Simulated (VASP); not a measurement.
Wanted: the native input for a VASP 6.6.1 run.

| Item | Value |
| --- | --- |
| Task | electric field gradients |
| Functional | PBEsol |
| Potentials or basis | VASP PAW PBE potentials, release 64 (K_sv, Cl) |
| Cutoff | 520 eV |
| k mesh | 7 × 7 × 7 |
| Occupations | fermi-dirac, width 0.03 eV |
| Spin | no spin polarisation |
| Dipole correction | no |
| Further INCAR settings | ALGO = Normal; EDIFF = 1e-08; NBANDS = 15 |

The structure of KCl lies in POSCAR:

```
KCl
1.0
    0.0000000000      3.2192220000      3.1561000000
    3.2192220000      0.0000000000      3.1561000000
    3.2192220000      3.2192220000      0.0000000000
K Cl
1 1
Direct
    0.0000000000      0.0000000000      0.0000000000
    0.5000000000      0.5000000000      0.5000000000
```

This cell differs from its parent crystal: equal xx and yy strain of +2 %.

One way to write it, as run:

INCAR

```
SYSTEM = KCl
PREC     = Accurate       ! precision mode
ENCUT    = 520            ! plane-wave cutoff, eV
EDIFF    = 1E-8           ! SCF threshold, eV
ISMEAR   = -1             ! smearing method
SIGMA    = 0.03           ! smearing width, eV
LREAL    = .False.        ! projectors in reciprocal space
LASPH    = .True.         ! aspherical terms in the spheres
NELM     = 100            ! most SCF steps
ALGO     = Normal         ! electronic algorithm
ISIF     = 2              ! what is computed and relaxed
LWAVE    = .False.        ! write WAVECAR
LCHARG   = .False.        ! write CHGCAR
GGA      = PS             ! functional
LEFG     = .True.       
NBANDS   = 15             ! bands
```

KPOINTS

```
Automatic mesh
0
Gamma
  7 7 7
  0 0 0
```

Potentials or basis: VASP PAW PBE potentials, release 64 (K_sv, Cl).

Run with:

```sh
$ cat potpaw_PBE.64/K_sv/POTCAR potpaw_PBE.64/Cl/POTCAR > POTCAR
$ mpirun -np 1 vasp_std > vasp.out
```

Results of the run:

* Pressure: -1.1 GPa
* Band gap on the k mesh: 4.87 eV, direct

Caveat: the cell differs from its parent crystal (equal xx and yy strain of +2 %); without QUAD_EFG the Cq values of the log hold for a quadrupole moment of 1 mb, not for the nuclei; the PAW data sets were made with another functional, which shifts forces and pressure a little.

Run time: 83 s on 1 thread of AMD EPYC 7R13, on a shared host, peak memory 0.19 GiB.
